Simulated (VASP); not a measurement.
# Cr (P6/mmm) in VASP: further runs, part 2 of 2

VASP 6.6.1.

### Step 3. Single point, PBEsol (10.96 Å³/atom)

This run uses another cell than the first one, of 10.96 Å³/atom.

Contents of INCAR:

```
SYSTEM = Cr
  PREC = Accurate
  ENCUT = 520
  EDIFF = 1E-6
  ISMEAR = -1
  SIGMA = 0.1
  LREAL = .False.
  LASPH = .True.
  NELM = 100
  ALGO = Normal
  ISIF = 2
  LWAVE = .False.
  LCHARG = .False.
  GGA = PS
  NBANDS = 25
```

Contents of KPOINTS:

```
Automatic mesh
0
Gamma
  10 10 16
  0 0 0
```

Contents of POSCAR:

```
Cr
1.0
    4.1283973934      0.0000000000      0.0000000000
   -2.0641986967      3.5752970196      0.0000000000
    0.0000000000      0.0000000000      2.2284444285
Cr
3
Direct
    0.0000000000      1.0000000000      0.0000000000
    0.3333333333      0.6666666667      0.5000000000
    0.6666666667      0.3333333333      0.5000000000
```

Potentials or basis: VASP PAW PBE potentials, release 64 (Cr_pv).

On the command line:

```console
$ cat potpaw_PBE.64/Cr_pv/POTCAR > POTCAR
$ mpirun -np 1 vasp_std > vasp.out
```

OUTCAR:

```text
SYSTEM = Cr
   PREC = Accurate
   ENCUT = 520
   EDIFF = 1E-6
   ISMEAR = -1
   LREAL = .False.
   LASPH = .True.
   NELM = 100
   ISIF = 2
   GGA = PS

 ion  position               nearest neighbor table
   1  0.000  0.000  0.000-   2 2.63   3 2.63   2 2.63   3 2.63   2 2.63   2 2.63   3 2.63   3 2.63
                             3 2.63   3 2.63   2 2.63   2 2.63
   2  0.333  0.667  0.500-   3 2.38   3 2.38   3 2.38   1 2.63   1 2.63   1 2.63   1 2.63   1 2.63
                             1 2.63
   3  0.667  0.333  0.500-   2 2.38   2 2.38   2 2.38   1 2.63   1 2.63   1 2.63   1 2.63   1 2.63
                             1 2.63

  LATTYP: Found a hexagonal cell.
 ALAT       =     4.1283973934
 C/A-ratio  =     0.5397843803

  Lattice vectors:

 A1 = (   4.1283973934,   0.0000000000,   0.0000000000)
 A2 = (  -2.0641986967,   3.5752970196,   0.0000000000)
 A3 = (   0.0000000000,   0.0000000000,   2.2284444285)

Analysis of symmetry for initial positions (statically):
=====================================================================
 Subroutine PRICEL returns:
 Original cell was already a primitive cell.

 Routine SETGRP: Setting up the symmetry group for a
 hexagonal supercell.
[... 168 lines left out ...]

 E-fermi :  11.5121     XC(G=0): -14.1100

 val. band max:       11.5086227670   @ k =   0.3000   0.0000   0.4375
 cond. band min:      11.5136469197   @ k =   0.1000   0.1000   0.4375
 fundamental gap:      0.0050241527
 Fermi energy:        11.5121148682

 k-point     1 :       0.0000    0.0000    0.0000
  band No.  band energies     occupation
      1     -31.5454      2.00000
      2     -31.5454      2.00000
      3     -31.4934      2.00000
      4     -31.4934      2.00000
      5     -30.8257      2.00000
      6     -30.8257      2.00000
[... 661 lines left out ...]
     24      13.9872      0.00000
     25      14.0927      0.00000

 [... further k-points ...]

------------------------ aborting loop because EDIFF is reached ----------------------------------------

  FORCE on cell =-STRESS in cart. coord.  units (eV):
  Direction    XX          YY          ZZ          XY          YZ          ZX
  --------------------------------------------------------------------------------------
  -------------------------------------------------------------------------------------
  Total        2.1767335      2.1767335      2.5328871      0.0000000     -0.0000000      0.0000000
  in kB      106.0279638    106.0279638    123.3760836      0.0000000     -0.0000000      0.0000000
  external PRESSURE =     111.8106704 kB  Pullay stress =       0.0000000 kB

 VOLUME and BASIS-vectors are now :
 -----------------------------------------------------------------------------
  energy-cutoff  :      520.00
  volume of cell :       32.89
      direct lattice vectors                 reciprocal lattice vectors
     4.128397393  0.000000000  0.000000000     0.242224744  0.139848521  0.000000000
    -2.064198697  3.575297020  0.000000000     0.000000000  0.279697042  0.000000000
     0.000000000  0.000000000  2.228444429     0.000000000  0.000000000  0.448743521

 POSITION                                       TOTAL-FORCE (eV/Angst)
 -----------------------------------------------------------------------------------
      0.00000      0.00000      0.00000        -0.000000      0.000000      0.000000
     -0.00000      2.38353      1.11422        -0.000000      0.000000      0.000000
      2.06420      1.19177      1.11422         0.000000      0.000000     -0.000000
 -----------------------------------------------------------------------------------
    total drift:                               -0.000000      0.000000      0.000000

  FREE ENERGIE OF THE ION-ELECTRON SYSTEM (eV)
  ---------------------------------------------------
  free  energy   TOTEN  =       -29.7056989637 eV

  energy  without entropy=      -29.5641119337  energy(sigma->0) =      -29.63490545
```

OSZICAR:

```text
N       E                     dE             d eps       ncg     rms          rms(c)
DAV:   1     0.412901784699E+03    0.41290E+03   -0.20417E+04  6300   0.181E+03
DAV:   2    -0.152490415430E+02   -0.42815E+03   -0.41780E+03  6395   0.527E+02
DAV:   3    -0.338538791650E+02   -0.18605E+02   -0.18043E+02  7178   0.127E+02
DAV:   4    -0.343076487149E+02   -0.45377E+00   -0.45004E+00  7125   0.188E+01
DAV:   5    -0.343210910848E+02   -0.13442E-01   -0.13434E-01  7682   0.319E+00    0.247E+01
DAV:   6    -0.298004649191E+02    0.45206E+01   -0.24081E+01  6681   0.481E+01    0.277E+00
DAV:   7    -0.300330383122E+02   -0.23257E+00   -0.17019E+00  7924   0.164E+01    0.622E+00
DAV:   8    -0.297347303040E+02    0.29831E+00   -0.11861E+00  7896   0.107E+01    0.142E+00
DAV:   9    -0.297063388243E+02    0.28391E-01   -0.44340E-02  6832   0.253E+00    0.261E-01
DAV:  10    -0.297057074317E+02    0.63139E-03   -0.56410E-03  7748   0.685E-01    0.771E-02
DAV:  11    -0.297057070524E+02    0.37928E-06   -0.23048E-04  8728   0.130E-01    0.512E-02
DAV:  12    -0.297057034363E+02    0.36161E-05   -0.28790E-05  7364   0.529E-02    0.148E-02
DAV:  13    -0.297056991942E+02    0.42421E-05   -0.16500E-06  3845   0.127E-02    0.237E-03
DAV:  14    -0.297056989637E+02    0.23048E-06   -0.24320E-07  3247   0.566E-03
   1 F= -.29705699E+02 E0= -.29634905E+02  d E =-.141587E+00
```

stdout:

```text
POSCAR found type information on POSCAR Cr
 POSCAR found :  1 types and       3 ions
 scaLAPACK will be used
 -----------------------------------------------------------------------------
|                                                                             |
|                                                                             |
|     You enforced a specific xc type in the INCAR file but a different       |
|     I HOPE YOU KNOW WHAT YOU ARE DOING!                                     |
|                                                                             |
 -----------------------------------------------------------------------------

 LDA part: xc-table for (Slater+PW92), standard interpolation
 POSCAR, INCAR and KPOINTS ok, starting setup
 FFT: planning ... GRIDC
 FFT: planning ... GRID_SOFT
 FFT: planning ... GRID
 WAVECAR not read
 entering main loop
```

Run time: 51 s. Hardware: 1 thread of AMD EPYC 9R45 (Zen 5), shared host; peak memory 0.17 GiB.

What came out:

| Item | Value |
| --- | --- |
| Free energy | -29.7057 eV |
| Pressure | 11.2 GPa |
| Band gap on the k mesh | zero (bands 18 and 19 overlap by 0.95 eV) |

Levels at points of the mesh, in eV from the Fermi level:
```csv
k point,band 16,band 17,band 18,band 19,band 20,band 21
"(0.00, 0.00, 0.00)",-2.25,-2.01,-0.39,-0.39,1.44,1.44
"(0.50, 0.00, 0.00)",-1.97,-1.84,0.56,0.81,1.50,1.59
"(0.00, 0.00, 0.50)",-1.05,-1.05,0.09,0.09,1.71,1.71
"(0.50, 0.00, 0.50)",-1.46,-0.19,-0.13,0.95,1.09,1.68
```

Caveat: the cell stands under pressure; the PAW data sets were made with another functional, which shifts forces and pressure a little; the run has no spin polarisation, though such a crystal can be magnetic. Spin polarisation is off, so any magnetic state and its effect on volume and gap are missing.
